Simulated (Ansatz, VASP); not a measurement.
# HgTe in VASP and in Ansatz

INCAR

```
SYSTEM = HgTe
PREC = Accurate ; ENCUT = 520
EDIFF = 1E-6 ; ISMEAR = 0
SIGMA = 0.15 ; LREAL = .FALSE.
LASPH = .TRUE. ; NELM = 80
ALGO = Normal ; ISIF = 2
LWAVE = .FALSE. ; LCHARG = .TRUE.
GGA = PE ; LELF = .TRUE.
LVHAR = .TRUE. ; NBANDS = 16
```

Contents of KPOINTS:

```
Automatic mesh
0
G
  16 16 16
  0 0 0
```

File POSCAR:

```
HgTe
1.0
    0.0000000000      3.3247980866      3.2416781344
    3.3247980866      0.0000000000      3.2416781344
    3.3247980866      3.3247980866      0.0000000000
Hg Te
1 1
Direct
    0.0000000000      0.0000000000      0.0000000000
    0.7500000000      0.7500000000      0.7500000000
```

Input for Ansatz:

```yaml
crystal:
  lattice:
    - [0.0, 3.3247980766, 3.2416781247]
    - [3.3247980766, 0.0, 3.2416781247]
    - [3.3247980766, 3.3247980766, 0.0]
  atoms:
    - { symbol: Hg, position: [0.0, 0.0, 0.0] }
    - { symbol: Te, position: [0.75, 0.75, 0.75] }
basis:
  ecutwfc: 420
kpoints:
  mp_grid: { grid: [16, 16, 16] }
hamiltonian:
  xc: pbe
scf:
  occupations: { method: gaussian, width: 0.15 }
output:
  forces: true
  stress: true
  eigenvalues: true
  write_density: true
  write_potential: true
  elf: true
  volumetric_format: npy
```

Change from the starting cell: strain +0.000 along x and y, -0.025 along z, atoms carried along.

Alike in both runs: task single point; functional PBE; k mesh 16 × 16 × 16; occupations gaussian, width 0.15 eV; no spin polarisation.

|  | VASP | Ansatz |
| --- | --- | --- |
| version | VASP 6.6.1 | Ansatz 0.2.0 |
| potentials or method | VASP PAW PBE potentials, release 64 (Hg, Te), cutoff 520 eV | scalar-relativistic, plane waves, PAW |
| valence electrons in the cell | 18 | 36 |

Ansatz gave:

- gap on the k mesh at the Fermi level (eV): none
- pressure (GPa): 0.9
- traceless stress, the component that is largest in VASP (GPa): 0.23

What did VASP give for the same quantities?

gap on the k mesh at the Fermi level (eV): none; pressure (GPa): 1.0; traceless stress, the component that is largest in VASP (GPa): 0.23.

A gap of «none» marks a metal or a gap that the smearing closes. VASP's potentials hold 18 valence electrons a cell and Ansatz's 36, so a difference there can come from the potentials and not from the codes.

Neither program's run includes spin-orbit coupling.
